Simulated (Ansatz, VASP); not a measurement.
Ir3C in VASP and in Ansatz

File INCAR:

```
SYSTEM = Ir3C
  PREC = Accurate
  ENCUT = 520
  EDIFF = 1E-6
  ISMEAR = 0
  SIGMA = 0.1
  LREAL = .FALSE.
  LASPH = .TRUE.
  NELM = 150
  ALGO = Normal
  ISIF = 2
  LWAVE = .FALSE.
  LCHARG = .FALSE.
  ISPIN = 2
  MAGMOM = 0 0 0 2
  LORBIT = 11
  LMAXMIX = 4
  LDIPOL = .TRUE.
  IDIPOL = 3
  DIPOL = 0.5 0.5 0.360
  GGA = CA
  NBANDS = 28
```

Contents of KPOINTS:

```
regular mesh
0
G
  12 12 1
  0 0 0
```

File POSCAR:

```
Ir3C
1.0
    2.6946510889      0.0000000000      0.0000000000
   -1.3473255444      2.3336362973      0.0000000000
    0.0000000000      0.0000000000     21.2769546740
Ir C
3 1
Direct
    0.6666666667      0.3333333333      0.1879968286
    0.3333333333      0.6666666667      0.2885049938
    0.0000000000      0.0000000000      0.3890103072
    0.5555555556     -0.5555555556      0.5737171913
```

Input for Ansatz:

```yaml
crystal:
  lattice:
    - [2.6946510889, 0.0, 0.0]
    - [-1.3473255444, 2.3336362973, 0.0]
    - [0.0, 0.0, 21.276954674]
  atoms:
    - { symbol: Ir, position: [0.6666666667, 0.3333333333, 0.1879968286] }
    - { symbol: Ir, position: [0.3333333333, 0.6666666667, 0.2885049938] }
    - { symbol: Ir, position: [0.0, 0.0, 0.3890103072] }
    - { symbol: C, position: [0.5555555556, -0.5555555556, 0.5737171913], spin: 2.0 }
basis:
  ecutwfc: 420
kpoints:
  mp_grid: { grid: [12, 12, 1] }
hamiltonian:
  xc: lda
  pseudopotentials: { kind: paw, azcp: { folder: soft_1 } }
scf:
  occupations: { method: gaussian, width: 0.1 }
output:
  forces: true
  eigenvalues: true
  populations: true
magnetization:
  spin_polarized: true
efield:
  axis: 3
  dipole_correction: true
  ramp_width: 0.04
```

Alike in both runs: task single point; functional LDA; k mesh 12 × 12 × 1; occupations gaussian, width 0.1 eV; collinear spin.

```csv
,VASP,Ansatz
version,VASP 6.6.1,Ansatz 0.2.0
potentials or method,"VASP PAW LDA potentials, release 64 (Ir, C), cutoff 520 eV","scalar-relativistic, plane waves, PAW"
valence electrons in the cell,31,55
```

```csv
,VASP,Ansatz,Ansatz less VASP
gap on the k mesh at the Fermi level (eV),none,none,-
rms of the force components (eV/Å),0.117,0.082,-0.0351
net moment per atom (μB),0.02,0.02,+0.005
size of the moment on the site where the two differ most (μB),0.04,0.09,+0.044
```

Ansatz warns that its potentials were made for another functional, while VASP's fit it. LDA's correlation is that of Perdew and Zunger in VASP and of Perdew and Wang (1992) in Ansatz. Site moments also hang on the region over which each program counts them. Atom by atom the forces differ by 0.052 eV/Å (rms over components). A gap of «none» marks a metal or a gap that the smearing closes. VASP's potentials hold 31 valence electrons a cell and Ansatz's 55, so a difference there can come from the potentials and not from the codes. Ansatz's warnings: seeded moment not kept.

Spin-orbit coupling is off throughout.
